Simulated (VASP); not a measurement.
# ZnO (zincite) (P6_3mc) in VASP: notebook

ZnO (zincite) is run at these levels: PBE; tasks: single point.

Program: VASP 6.6.1. These are calculated values, not measurements. Logs are shortened: lines on timing, memory, paths and dates and some standing lists are left out, and cuts for length are marked.

## Step 1: The cell of the first run

Symmetry: P6_3mc, No. 186, hexagonal system. Conventional cell: a = 3.249 Å, b = 3.249 Å, c = 5.206 Å, α = 90.00°, β = 90.00°, γ = 120.00°. Within 2.6 Å of Zn (site symmetry 3m) lie 4 O at 1.97 to 1.98 Å. O (site symmetry 3m) has 4 Zn at 1.97 to 1.98 Å within 2.6 Å.

## Step 2: Single point, PBE

INCAR

```
SYSTEM = ZnO
ALGO = Normal
EDIFF = 1E-6
ENCUT = 600
GGA = PE
GGA_COMPAT = .False.
ISIF = 2
ISMEAR = 0
LASPH = .True.
LCHARG = .False.
LREAL = .False.
LWAVE = .False.
NBANDS = 26
NELM = 120
PREC = Accurate
SIGMA = 0.01
```

KPOINTS

```
k-points
0
Gamma
  6 6 3
  0 0 0
```

POSCAR

```
ZnO
1.0
    3.2493080000      0.0000000000      0.0000000000
   -1.6246540000      2.8139830000      0.0000000000
    0.0000000000      0.0000000000      5.2057090000
Zn O
2 2
Direct
    0.3333333333      0.6666666667      0.5000000000
    0.6666666667      0.3333333333      0.0000000000
    0.6666666667      0.3333333333      0.3790100000
    0.3333333333      0.6666666667      0.8790100000
```

Potentials or basis: VASP PAW PBE potentials, release 64 (Zn, O).

The run is started by

```bash
cat potpaw_PBE.64/Zn/POTCAR potpaw_PBE.64/O/POTCAR > POTCAR
mpirun -np 1 vasp_std > vasp.out
```

OUTCAR:

```text
SYSTEM = ZnO
   EDIFF = 1E-6
   ENCUT = 600
   GGA = PE
   ISIF = 2
   ISMEAR = 0
   LASPH = .True.
   LREAL = .False.
   NELM = 120
   PREC = Accurate

 ion  position               nearest neighbor table
   1  0.333  0.667  0.500-   4 1.97   3 1.98   3 1.98   3 1.98
   2  0.667  0.333  0.000-   3 1.97   4 1.98   4 1.98   4 1.98
   3  0.667  0.333  0.379-   2 1.97   1 1.98   1 1.98   1 1.98
   4  0.333  0.667  0.879-   1 1.97   2 1.98   2 1.98   2 1.98

  LATTYP: Found a hexagonal cell.
 ALAT       =     3.2493080000
 C/A-ratio  =     1.6020977390

  Lattice vectors:

 A1 = (   3.2493080000,   0.0000000000,   0.0000000000)
 A2 = (  -1.6246540000,   2.8139830000,   0.0000000000)
 A3 = (   0.0000000000,   0.0000000000,   5.2057090000)

Analysis of symmetry for initial positions (statically):
=====================================================================
 Subroutine PRICEL returns:
 Original cell was already a primitive cell.

 Routine SETGRP: Setting up the symmetry group for a
 hexagonal supercell.

 Subroutine GETGRP returns: Found 12 space group operations
 (whereof  6 operations were pure point group operations)
 out of a pool of 24 trial point group operations.

The static configuration has the point symmetry C_3v.
 The point group associated with its full space group is C_6v.

Analysis of symmetry for dynamics (positions and initial velocities):
=====================================================================
 Subroutine PRICEL returns:
 Original cell was already a primitive cell.

 Routine SETGRP: Setting up the symmetry group for a
 hexagonal supercell.

 Subroutine GETGRP returns: Found 12 space group operations
 (whereof  6 operations were pure point group operations)
 out of a pool of 24 trial point group operations.

The dynamic configuration has the point symmetry C_3v.
 The point group associated with its full space group is C_6v.

 Subroutine INISYM returns: Found 12 space group operations
 (whereof  6 operations are pure point group operations),
 and found     1 'primitive' translations

----------------------------------------------------------------------------------------

                                     Primitive cell

  volume of cell :      47.5984

  direct lattice vectors                    reciprocal lattice vectors
     3.249308000  0.000000000  0.000000000     0.307757836  0.177684087  0.000000000
    -1.624654000  2.813983000  0.000000000     0.000000000  0.355368174  0.000000000
     0.000000000  0.000000000  5.205709000     0.000000000  0.000000000  0.192096792

  length of vectors
     3.249308000  3.249307764  5.205709000     0.355368148  0.355368174  0.192096792

  position of ions in fractional coordinates (direct lattice)
     0.333333333  0.666666667  0.500000000
     0.666666667  0.333333333  0.000000000
     0.666666667  0.333333333  0.379010000
     0.333333333  0.666666667  0.879010000

  ion indices of the primitive-cell ions
   primitive index   ion index
                 1           1
                 2           2
                 3           3
                 4           4

----------------------------------------------------------------------------------------

 KPOINTS: k-points

Automatic generation of k-mesh.
 Grid dimensions read from file:
 generate k-points for:    6    6    3

 Generating k-lattice:

  Cartesian coordinates                     Fractional coordinates (reciprocal lattice)
     0.051292973  0.029614014  0.000000000     0.166666667  0.000000000  0.000000000
     0.000000000  0.059228029  0.000000000     0.000000000  0.166666667  0.000000000
     0.000000000  0.000000000  0.064032264     0.000000000  0.000000000  0.333333333

  Length of vectors
     0.059228025  0.059228029  0.064032264

  Shift w.r.t. Gamma in fractional coordinates (k-lattice)
     0.000000000  0.000000000  0.000000000

 Subroutine IBZKPT returns following result:
 ===========================================

 Found     14 irreducible k-points:

 Following reciprocal coordinates:
            Coordinates               Weight
  0.000000  0.000000  0.000000      1.000000
  0.166667  0.000000  0.000000      6.000000
  0.333333  0.000000  0.000000      6.000000
  0.500000 -0.000000  0.000000      3.000000
  0.166667  0.166667  0.000000      6.000000
  0.333333  0.166667  0.000000     12.000000
  0.333333  0.333333  0.000000      2.000000
  0.000000  0.000000  0.333333      2.000000
  0.166667  0.000000  0.333333     12.000000
  0.333333  0.000000  0.333333     12.000000
  0.500000 -0.000000  0.333333      6.000000
  0.166667  0.166667  0.333333     12.000000
  0.333333  0.166667  0.333333     24.000000
  0.333333  0.333333  0.333333      4.000000
   k-points           NKPTS =     14   k-points in BZ     NKDIM =     14   number of bands    NBANDS=     26
   number of dos      NEDOS =    301   number of ions     NIONS =      4
   total plane-waves  NPLWV =  32928
   dimension x,y,z NGX =    28 NGY =   28 NGZ =   42
   dimension x,y,z NGXF=    56 NGYF=   56 NGZF=   84
   ions per type =               2   2
   NGX,Y,Z   is equivalent  to a cutoff of  14.33, 14.33, 13.41 a.u.
   NGXF,Y,Z  is equivalent  to a cutoff of  28.65, 28.65, 26.83 a.u.
 SYSTEM =  ZnO
   PREC   = accura    normal or accurate (medium, high low for compatibility)
   ISTART =      0    job   : 0-new  1-cont  2-samecut
   ICHARG =      2    charge: 1-file 2-atom 10-const
   ISPIN  =      1    spin polarized calculation?
   LNONCOLLINEAR =      F non collinear calculations
   LSORBIT =      F    spin-orbit coupling
   LASPH  =      T    aspherical Exc in radial PAW
   ENCUT  =  600.0 eV  44.10 Ry    6.64 a.u.   6.49  6.49 10.40*2*pi/ulx,y,z
   NELM   =    120;   NELMIN=  2; NELMDL= -5     # of ELM steps
   EDIFF  = 0.1E-05   stopping-criterion for ELM
   LREAL  =      F    real-space projection
   EDIFFG = 0.1E-04   stopping-criterion for IOM
   NSW    =      0    number of steps for IOM
   IBRION =     -1    ionic relax: 0-MD 1-quasi-New 2-CG
   NFREE  =      0    steps in history (QN), initial steepest desc. (CG)
   ISIF   =      2    stress and relaxation
   ISYM   =      2    0-nonsym 1-usesym 2-fastsym
   POTIM  = 0.5000    time-step for ionic-motion
   TEBEG  =    0.0;   TEEND  =   0.0 temperature during run
   PSTRESS=    0.0 pullay stress
   NELECT =      36.0000    total number of electrons
   NUPDOWN=      -1.0000    fix difference up-down
   EMIN   =  10.00;   EMAX   =-10.00  energy-range for DOS
   EFERMI =   0.00;   METHOD = LEGACY
   ISMEAR =     0;   SIGMA  =   0.01  broadening in eV -4-tet -1-fermi 0-gaus
   EFERMI_NEDOS =   21; number of points for ismear=-14 and -15
   IALGO  =     38    algorithm
   IMIX   =      4    mixing-type and parameters
     AMIX     =   0.40;   BMIX     =  1.00
     AMIX_MAG =   1.60;   BMIX_MAG =  1.00
  volume/ion in A,a.u.               =      11.90        80.30
  Fermi-wavevector in a.u.,A,eV,Ry     =   1.491574  2.818667 30.270162  2.224794
  Thomas-Fermi vector in A             =   2.604212
   LORBIT       =      0    0 simple, 1 ext, 2 COOP (PROOUT), +10 PAW based schemes
   GGA     = PE    functional components
   LHFCALC =     F    Hartree Fock is set to
   AEXX    =    0.0000 exact exchange contribution
   IVDW    =     0    specifies the selected vdW correction
   LEPSILON=     F    determine dielectric tensor
   LRPA    =     F    only Hartree local field effects (RPA)
 non-spin polarized calculation
 Gauss-broadening in eV      SIGMA  =   0.01
  energy-cutoff  :      600.00
  volume of cell :       47.60
 maximum number of plane-waves:      1605
 NGX is ok and might be reduce to    28
   NGX = 13   NGY = 13   NGZ = 21

 number of electron      36.0000008 magnetization

 Free energy of the ion-electron system (eV)
  ---------------------------------------------------
  ext. energy  EPLUGINS =         0.00000000
  ---------------------------------------------------
  free energy    TOTEN  =       -17.82284769 eV

  energy without entropy =      -17.82284769  energy(sigma->0) =      -17.82284769

 E-fermi :   1.2565     XC(G=0): -10.9102

 val. band max:        1.2018698364   @ k =   0.0000   0.0000   0.0000
 cond. band min:       1.9913984803   @ k =   0.0000   0.0000   0.0000
 fundamental gap:      0.7895286439
 Fermi energy:         1.2564953124

 k-point     1 :       0.0000    0.0000    0.0000
  band No.  band energies     occupation
      1     -16.8862      2.00000
      2     -16.1548      2.00000
      3      -4.4866      2.00000
      4      -4.4866      2.00000
      5      -4.4472      2.00000
      6      -4.4251      2.00000
[... 18 lines left out ...]
     25      15.3281      0.00000
     26      15.3281      0.00000

 k-point     2 :       0.1667    0.0000    0.0000
  band No.  band energies     occupation
      1     -16.7405      2.00000
      2     -16.0938      2.00000
      3      -4.6391      2.00000
      4      -4.4064      2.00000
      5      -4.3831      2.00000
      6      -4.3116      2.00000
[... 18 lines left out ...]
     25      15.3236      0.00000
     26      15.5178      0.00000

 k-point     3 :       0.3333    0.0000    0.0000
  band No.  band energies     occupation
      1     -16.4123      2.00000
      2     -15.9930      2.00000
      3      -4.7946      2.00000
      4      -4.4379      2.00000
      5      -4.2775      2.00000
      6      -4.0859      2.00000
[... 18 lines left out ...]
     25      14.5924      0.00000
     26      15.2716      0.00000

 k-point     4 :       0.5000   -0.0000    0.0000
  band No.  band energies     occupation
      1     -16.2035      2.00000
      2     -15.9790      2.00000
      3      -4.7207      2.00000
      4      -4.5205      2.00000
      5      -4.2358      2.00000
      6      -3.8660      2.00000
[... 18 lines left out ...]
     25      14.3864      0.00000
     26      15.4183      0.00000
[... 206 lines left out ...]
      1     -16.3787      2.00000
      2     -16.1338      2.00000
      3      -4.8077      2.00000
      4      -4.7218      2.00000
      5      -4.2842      2.00000
      6      -4.2622      2.00000
[... 18 lines left out ...]
     25      13.9152      0.00000
     26      15.4914      0.00000

 k-point    13 :       0.3333    0.1667    0.3333
  band No.  band energies     occupation
      1     -16.1456      2.00000
      2     -16.0268      2.00000
      3      -4.7468      2.00000
      4      -4.6561      2.00000
      5      -4.2204      2.00000
      6      -4.0744      2.00000
[... 18 lines left out ...]
     25      14.4728      0.00000
     26      15.8449      0.00000

 k-point    14 :       0.3333    0.3333    0.3333
  band No.  band energies     occupation
      1     -16.0302      2.00000
      2     -16.0302      2.00000
      3      -4.4422      2.00000
      4      -4.4422      2.00000
      5      -4.4214      2.00000
      6      -4.0892      2.00000
[... 18 lines left out ...]
     25      15.5050      0.00000
     26      16.6338      0.00000

------------------------ aborting loop because EDIFF is reached ----------------------------------------

  FORCE on cell =-STRESS in cart. coord.  units (eV):
  Direction    XX          YY          ZZ          XY          YZ          ZX
  --------------------------------------------------------------------------------------
  -------------------------------------------------------------------------------------
  Total        1.5546739      1.5546736      2.0704792      0.0000000      0.0000000      0.0000000
  in kB       52.3308344     52.3308242     69.6930098      0.0000000      0.0000000      0.0000000
  external PRESSURE =      58.1182228 kB  Pullay stress =       0.0000000 kB

 VOLUME and BASIS-vectors are now :
 -----------------------------------------------------------------------------
  energy-cutoff  :      600.00
  volume of cell :       47.60
      direct lattice vectors                 reciprocal lattice vectors
     3.249308000  0.000000000  0.000000000     0.307757836  0.177684087  0.000000000
    -1.624654000  2.813983000  0.000000000     0.000000000  0.355368174  0.000000000
     0.000000000  0.000000000  5.205709000     0.000000000  0.000000000  0.192096792

 POSITION                                       TOTAL-FORCE (eV/Angst)
 -----------------------------------------------------------------------------------
     -0.00000      1.87599      2.60285        -0.000000     -0.000000     -0.074821
      1.62465      0.93799      0.00000        -0.000000     -0.000000     -0.074821
      1.62465      0.93799      1.97302        -0.000000      0.000000      0.074821
     -0.00000      1.87599      4.57587         0.000000     -0.000000      0.074821
 -----------------------------------------------------------------------------------
    total drift:                                0.000000      0.000000     -0.001343

  FREE ENERGIE OF THE ION-ELECTRON SYSTEM (eV)
  ---------------------------------------------------
  free  energy   TOTEN  =       -17.8228476886 eV

  energy  without entropy=      -17.8228476886  energy(sigma->0) =      -17.82284769
```

It took 50 s on 1 thread of Intel Xeon 8259CL, shared host; peak memory 0.17 GiB.

What came out:

```yaml
Free_energy: -17.8228 eV
Pressure: 5.8 GPa
Largest_force: 0.075 eV/Å
Band_gap_on_the_k_mesh: 0.79 eV, direct
```

Forces in eV/Å, atoms in the order of the input:
```
Zn   0.000  0.000 -0.075
Zn   0.000  0.000 -0.075
O    0.000  0.000  0.075
O    0.000  0.000  0.075
```

Expect the measured gap to be larger: semilocal functionals such as PBE lack the derivative discontinuity.

(Part 1 of 2 ends here.)
